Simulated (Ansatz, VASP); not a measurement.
# Two plane-wave programs on YAlC4N4

The input INCAR:

```
PREC = Accurate
ENCUT = 520
EDIFF = 1E-6
ISMEAR = 0
SIGMA = 0.1
LREAL = False
LASPH = True
NELM = 150
ALGO = Normal
ISIF = 2
LWAVE = False
LCHARG = False
ISPIN = 2
MAGMOM = 0 0 1 1 1 1 1 1 1 1
LORBIT = 11
LMAXMIX = 4
GGA = PE
NBANDS = 40
```

KPOINTS

```
Automatic mesh
0
Gamma
  4 4 4
```

POSCAR

```
YAlC4N4
1.0
    6.2469003647      0.0000000000      0.0000000000
    0.0000000000      6.2469003647      0.0000000000
    0.0000000000      0.0000000000      6.2469003647
Y Al C N
1 1 4 4
Direct
    0.0000000000      0.0000000000      0.0000000000
    0.5000000000      0.5000000000      0.5000000000
    0.2210455509      0.2210455509      0.2210455509
    0.2210455509      0.7789544491      0.7789544491
    0.7789544491      0.2210455509      0.7789544491
    0.7789544491      0.7789544491      0.2210455509
    0.3306230118      0.3306230118      0.3306230118
    0.3306230118      0.6693769882      0.6693769882
    0.6693769882      0.3306230118      0.6693769882
    0.6693769882      0.6693769882      0.3306230118
```

Input for Ansatz:

```yaml
crystal:
  lattice:
    - [6.2469003647, 0.0, 0.0]
    - [0.0, 6.2469003647, 0.0]
    - [0.0, 0.0, 6.2469003647]
  atoms:
    - { symbol: "Y", position: [0.0, 0.0, 0.0] }
    - { symbol: Al, position: [0.5, 0.5, 0.5] }
    - { symbol: C, position: [0.2210455509, 0.2210455509, 0.2210455509], spin: 1.0 }
    - { symbol: C, position: [0.2210455509, 0.7789544491, 0.7789544491], spin: 1.0 }
    - { symbol: C, position: [0.7789544491, 0.2210455509, 0.7789544491], spin: 1.0 }
    - { symbol: C, position: [0.7789544491, 0.7789544491, 0.2210455509], spin: 1.0 }
    - { symbol: "N", position: [0.3306230118, 0.3306230118, 0.3306230118], spin: 1.0 }
    - { symbol: "N", position: [0.3306230118, 0.6693769882, 0.6693769882], spin: 1.0 }
    - { symbol: "N", position: [0.6693769882, 0.3306230118, 0.6693769882], spin: 1.0 }
    - { symbol: "N", position: [0.6693769882, 0.6693769882, 0.3306230118], spin: 1.0 }
basis:
  ecutwfc: 420
kpoints:
  mp_grid: { grid: [4, 4, 4] }
hamiltonian:
  xc: pbe
scf:
  occupations: { method: gaussian, width: 0.1 }
  lower_state_search: "off"
output:
  forces: true
  stress: true
  eigenvalues: true
  populations: true
magnetization:
  spin_polarized: true
```

Alike in both runs: task single point; functional PBE; k mesh 4 × 4 × 4; occupations gaussian, width 0.1 eV; collinear spin.

|  | VASP | Ansatz |
| --- | --- | --- |
| version | VASP 6.6.1 | Ansatz 0.2.0 |
| potentials or method | VASP PAW PBE potentials, release 64 (Y_sv, Al, C, N), cutoff 520 eV | scalar-relativistic, plane waves, PAW |
| valence electrons in the cell | 50 | 50 |

VASP gave:

```
gap on the k mesh at the Fermi level (eV)                     : none
pressure (GPa)                                                : 0.6
rms of the force components (eV/Å)                            : 0.109
net moment per atom (μB)                                      : 0.19
size of the moment on the site where the two differ most (μB) : 0.55
```

**Question.** What did Ansatz give for the same quantities?

**Answer.** gap on the k mesh at the Fermi level (eV): none; pressure (GPa): 0.4; rms of the force components (eV/Å): 0.061; net moment per atom (μB): 0.19; size of the moment on the site where the two differ most (μB): 0.26.

Site moments also hang on the region over which each program counts them. Atom by atom the forces differ by 0.168 eV/Å (rms over components). A gap of «none» marks a metal or a gap that the smearing closes. One of these differences is far larger than is usual between the two programs; its cause wasn't traced.

Noted on VASP's run: the standard files for N, O and F lose accuracy on very short bonds.
